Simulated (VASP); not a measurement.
# Zn (P6_3/mmc) in VASP: notebook

Runs on Zn. Level: LDA. Tasks: single point.

Program: VASP 6.6.1. These are calculated values, not measurements. Logs are shortened: lines on timing, memory, paths and dates and some standing lists are left out, and cuts for length are marked.

## Step 1: The cell of the first run

The structure is hexagonal, space group P6_3/mmc (No. 194). Conventional cell: a = 2.551 Å, b = 2.551 Å, c = 4.850 Å, α = 90.00°, β = 90.00°, γ = 120.00°. Within 3.4 Å of Zn (site symmetry -6m2) lie 12 Zn at 2.55 to 2.84 Å.

## Step 2: Single point, LDA

The input, INCAR:

```
PREC = Accurate
ENCUT = 520
EDIFF = 1E-6
ISMEAR = 0
SIGMA = 0.1
LREAL = F
LASPH = T
NELM = 80
ALGO = Fast
ISIF = 2
LWAVE = F
LCHARG = F
NBANDS = 19
```

The input, KPOINTS:

```
regular mesh
0
Gamma
  18 18 10
```

The input, POSCAR:

```
Zn
1.0
    2.5509309827      0.0000000000      0.0000000000
   -1.2754654914      2.2091710343      0.0000000000
    0.0000000000      0.0000000000      4.8503847384
Zn
2
Direct
    0.3333333333      0.6666666667      0.2500000000
    0.6666666667      0.3333333333      0.7500000000
```

Potentials or basis: VASP PAW LDA potentials, release 64 (Zn).

Started as:

```
> cat potpaw_LDA.64/Zn/POTCAR > POTCAR
> mpirun -np 1 vasp_std > vasp.out
```

OUTCAR:

```text
PREC = Accurate
   ENCUT = 520
   EDIFF = 1E-6
   ISMEAR = 0
   LREAL = F
   LASPH = T
   NELM = 80
   ISIF = 2

 ion  position               nearest neighbor table
   1  0.333  0.667  0.250-   2 2.84   2 2.84   2 2.84   2 2.84   2 2.84   2 2.84
   2  0.667  0.333  0.750-   1 2.84   1 2.84   1 2.84   1 2.84   1 2.84   1 2.84

  LATTYP: Found a hexagonal cell.
 ALAT       =     2.5509309827
 C/A-ratio  =     1.9014174712

  Lattice vectors:

 A1 = (   2.5509309827,   0.0000000000,   0.0000000000)
 A2 = (  -1.2754654914,   2.2091710343,   0.0000000000)
 A3 = (   0.0000000000,   0.0000000000,   4.8503847384)

Analysis of symmetry for initial positions (statically):
=====================================================================
 Subroutine PRICEL returns:
 Original cell was already a primitive cell.

 Routine SETGRP: Setting up the symmetry group for a
 hexagonal supercell.

 Subroutine GETGRP returns: Found 24 space group operations
 (whereof 12 operations were pure point group operations)
 out of a pool of 24 trial point group operations.

The static configuration has the point symmetry D_3d.
 The point group associated with its full space group is D_6h.

Analysis of symmetry for dynamics (positions and initial velocities):
=====================================================================
 Subroutine PRICEL returns:
 Original cell was already a primitive cell.

 Routine SETGRP: Setting up the symmetry group for a
 hexagonal supercell.

 Subroutine GETGRP returns: Found 24 space group operations
 (whereof 12 operations were pure point group operations)
 out of a pool of 24 trial point group operations.

The dynamic configuration has the point symmetry D_3d.
 The point group associated with its full space group is D_6h.

 Subroutine INISYM returns: Found 24 space group operations
 (whereof 12 operations are pure point group operations),
 and found     1 'primitive' translations

----------------------------------------------------------------------------------------

                                     Primitive cell

  volume of cell :      27.3341

  direct lattice vectors                    reciprocal lattice vectors
     2.550930983  0.000000000  0.000000000     0.392013742  0.226329239  0.000000000
    -1.275465491  2.209171034  0.000000000     0.000000000  0.452658479  0.000000000
[... 83 lines left out ...]
   ENCUT  =  520.0 eV  38.22 Ry    6.18 a.u.   4.74  4.74  9.02*2*pi/ulx,y,z
   NELM   =     80;   NELMIN=  2; NELMDL= -5     # of ELM steps
   EDIFF  = 0.1E-05   stopping-criterion for ELM
   LREAL  =      F    real-space projection
   EDIFFG = 0.1E-04   stopping-criterion for IOM
   NSW    =      0    number of steps for IOM
   IBRION =     -1    ionic relax: 0-MD 1-quasi-New 2-CG
   NFREE  =      0    steps in history (QN), initial steepest desc. (CG)
   ISIF   =      2    stress and relaxation
   ISYM   =      2    0-nonsym 1-usesym 2-fastsym
   POTIM  = 0.5000    time-step for ionic-motion
   TEBEG  =    0.0;   TEEND  =   0.0 temperature during run
   PSTRESS=    0.0 pullay stress
   NELECT =      24.0000    total number of electrons
   NUPDOWN=      -1.0000    fix difference up-down
   EMIN   =  10.00;   EMAX   =-10.00  energy-range for DOS
   EFERMI =   0.00;   METHOD = LEGACY
   ISMEAR =     0;   SIGMA  =   0.10  broadening in eV -4-tet -1-fermi 0-gaus
   EFERMI_NEDOS =   21; number of points for ismear=-14 and -15
   IALGO  =     68    algorithm
   IMIX   =      4    mixing-type and parameters
     AMIX     =   0.40;   BMIX     =  1.00
     AMIX_MAG =   1.60;   BMIX_MAG =  1.00
  volume/ion in A,a.u.               =      13.67        92.23
  Fermi-wavevector in a.u.,A,eV,Ry     =   1.567631  2.962393 33.435866  2.457467
  Thomas-Fermi vector in A             =   2.669782
   LORBIT       =      0    0 simple, 1 ext, 2 COOP (PROOUT), +10 PAW based schemes
   GGA     = CA    functional components
   LHFCALC =     F    Hartree Fock is set to
   AEXX    =    0.0000 exact exchange contribution
   IVDW    =     0    specifies the selected vdW correction
   LEPSILON=     F    determine dielectric tensor
   LRPA    =     F    only Hartree local field effects (RPA)
 non-spin polarized calculation
 RMM-DIIS sequential band-by-band and
 Gauss-broadening in eV      SIGMA  =   0.10
  energy-cutoff  :      520.00
  volume of cell :       27.33
 maximum number of plane-waves:       752
 NGX is ok and might be reduce to    20
   NGX =  9   NGY =  9   NGZ = 19

 number of electron      23.9999998 magnetization

 Free energy of the ion-electron system (eV)
  ---------------------------------------------------
  ext. energy  EPLUGINS =         0.00000000
  ---------------------------------------------------
  free energy    TOTEN  =        -3.75910732 eV

  energy without entropy =       -3.75803570  energy(sigma->0) =       -3.75857151

 E-fermi :   3.6667     XC(G=0): -12.4594

 val. band max:        3.6572857165   @ k =   0.3333   0.2778   0.5000
 cond. band min:       3.7230375813   @ k =   0.1667   0.0000   0.2000
 fundamental gap:      0.0657518648
 Fermi energy:         3.6667111884

 k-point     1 :       0.0000    0.0000    0.0000
  band No.  band energies     occupation
      1      -7.6052      2.00000
      2      -5.5767      2.00000
      3      -4.7013      2.00000
      4      -4.3879      2.00000
      5      -4.3879      2.00000
      6      -4.3329      2.00000
[... 505 lines left out ...]
      6      -4.2073      2.00000
[... 11 lines left out ...]
     18      17.7542      0.00000
     19      19.0218      0.00000

 [... further k-points ...]

------------------------ aborting loop because EDIFF is reached ----------------------------------------

  FORCE on cell =-STRESS in cart. coord.  units (eV):
  Direction    XX          YY          ZZ          XY          YZ          ZX
  --------------------------------------------------------------------------------------
  -------------------------------------------------------------------------------------
  Total        0.2077027      0.2077027      0.1259981     -0.0000000      0.0000000      0.0000000
  in kB       12.1744266     12.1744266      7.3853379     -0.0000000      0.0000000      0.0000000
  external PRESSURE =      10.5780637 kB  Pullay stress =       0.0000000 kB

 VOLUME and BASIS-vectors are now :
 -----------------------------------------------------------------------------
  energy-cutoff  :      520.00
  volume of cell :       27.33
      direct lattice vectors                 reciprocal lattice vectors
     2.550930983  0.000000000  0.000000000     0.392013742  0.226329239  0.000000000
    -1.275465491  2.209171034  0.000000000     0.000000000  0.452658479  0.000000000
     0.000000000  0.000000000  4.850384738     0.000000000  0.000000000  0.206169212

 POSITION                                       TOTAL-FORCE (eV/Angst)
 -----------------------------------------------------------------------------------
     -0.00000      1.47278      1.21260        -0.000000      0.000000      0.000000
      1.27547      0.73639      3.63779         0.000000     -0.000000     -0.000000
 -----------------------------------------------------------------------------------
    total drift:                               -0.000000      0.000000      0.000000

  FREE ENERGIE OF THE ION-ELECTRON SYSTEM (eV)
  ---------------------------------------------------
  free  energy   TOTEN  =        -3.7591073226 eV

  energy  without entropy=       -3.7580357040  energy(sigma->0) =       -3.75857151
```

OSZICAR:

```text
N       E                     dE             d eps       ncg     rms          rms(c)
DAV:   1     0.113077932241E+03    0.11308E+03   -0.12413E+04  8815   0.208E+03
DAV:   2     0.125915604170E+01   -0.11182E+03   -0.10765E+03  8498   0.301E+02
DAV:   3    -0.405352972711E+01   -0.53127E+01   -0.52918E+01  9374   0.721E+01
DAV:   4    -0.408472506842E+01   -0.31195E-01   -0.31188E-01  9305   0.566E+00
DAV:   5    -0.408476362778E+01   -0.38559E-04   -0.38559E-04  9243   0.181E-01    0.516E+00
RMM:   6    -0.379164513274E+01    0.29312E+00   -0.95907E-01  9788   0.118E+01    0.369E+00
RMM:   7    -0.377052975862E+01    0.21115E-01   -0.37503E-02 10143   0.273E+00    0.180E+00
RMM:   8    -0.375922693510E+01    0.11303E-01   -0.80300E-03  9673   0.655E-01    0.132E-01
RMM:   9    -0.375914005424E+01    0.86881E-04   -0.19144E-03 10373   0.626E-01    0.932E-02
RMM:  10    -0.375910606056E+01    0.33994E-04   -0.16920E-04 10238   0.125E-01    0.109E-02
RMM:  11    -0.375910741750E+01   -0.13569E-05   -0.15884E-05 10035   0.368E-02    0.494E-03
RMM:  12    -0.375910732257E+01    0.94938E-07   -0.34474E-06  7847   0.232E-02
   1 F= -.37591073E+01 E0= -.37585715E+01  d E =-.107162E-02
```

stdout:

```text
POSCAR found type information on POSCAR Zn
 POSCAR found :  1 types and       2 ions
 scaLAPACK will be used
 LDA part: xc-table for (Slater(with rela. corr.)+CA(PZ))
 , standard interpolation
 POSCAR, INCAR and KPOINTS ok, starting setup
 FFT: planning ... GRIDC
 FFT: planning ... GRID_SOFT
 FFT: planning ... GRID
 WAVECAR not read
 entering main loop
```

It took 67 s on 1 thread of Intel Xeon Platinum 8259CL at 2.50GHz (Skylake/Cascade Lake), shared host; peak memory 0.2 GiB.

Results:

| Item | Value |
| --- | --- |
| Free energy | -3.7591 eV |
| Pressure | 1.1 GPa |
| Band gap on the k mesh | zero (bands 12 and 13 overlap by 5.08 eV) |

## Step 3: Single point, LDA

The input, INCAR:

```
  ALGO = Normal
  EDIFF = 1E-7
  ENCUT = 520
  ISIF = 2
  ISMEAR = -1
  LASPH = True
  LCHARG = False
  LREAL = False
  LWAVE = False
  NBANDS = 19
  NELM = 80
  PREC = Accurate
  SIGMA = 0.15
```

The input, KPOINTS:

```
k-points
0
Gamma
  18 18 10
```

The input, POSCAR:

```
Zn
1.0
    2.5525521522      0.0000000000      0.0000000000
   -1.2762760761      2.2105750082      0.0000000000
    0.0000000000      0.0000000000      4.8477357840
Zn
2
Direct
    0.3333333333      0.6666666667      0.2500000000
    0.6666666667      0.3333333333      0.7500000000
```

Potentials or basis: VASP PAW LDA potentials, release 64 (Zn).

Started as:

```
> cat potpaw_LDA.64/Zn/POTCAR > POTCAR
> mpirun -np 1 vasp_std > vasp.out
```

Run time: 60 s. Hardware: 1 thread of Intel Xeon Platinum 8259CL at 2.50GHz (Skylake/Cascade Lake), shared host; peak memory 0.2 GiB.

The run converged. Its results:

```
Free energy            : -3.7688 eV
Pressure               : 0.7 GPa
Band gap on the k mesh : zero (bands 12 and 13 overlap by 5.06 eV)
```

Stress tensor (GPa, compression positive):
```
0.90 0.00 0.00
0.00 0.90 0.00
0.00 0.00 0.44
```

Levels at points of the mesh, in eV from the Fermi level:
| k point | band 8 | band 9 | band 10 | band 11 | band 12 | band 13 | band 14 | band 15 | band 16 | band 17 |
| --- | --- | --- | --- | --- | --- | --- | --- | --- | --- | --- |
| (0.00, 0.00, 0.00) | -7.56 | -7.56 | -7.33 | -7.33 | -4.25 | -3.26 | 13.73 | 17.80 | 19.26 | 19.26 |
| (0.50, 0.00, 0.00) | -7.36 | -7.10 | -7.08 | -3.07 | -2.12 | 2.72 | 3.67 | 4.58 | 6.02 | 11.12 |
| (0.00, 0.00, 0.50) | -8.05 | -7.43 | -7.43 | -7.43 | -7.43 | 4.48 | 4.48 | 20.62 | 20.62 | 20.62 |
| (0.50, 0.00, 0.50) | -7.38 | -7.09 | -7.09 | -2.14 | -2.14 | 0.44 | 0.44 | 10.49 | 10.49 | 13.04 |
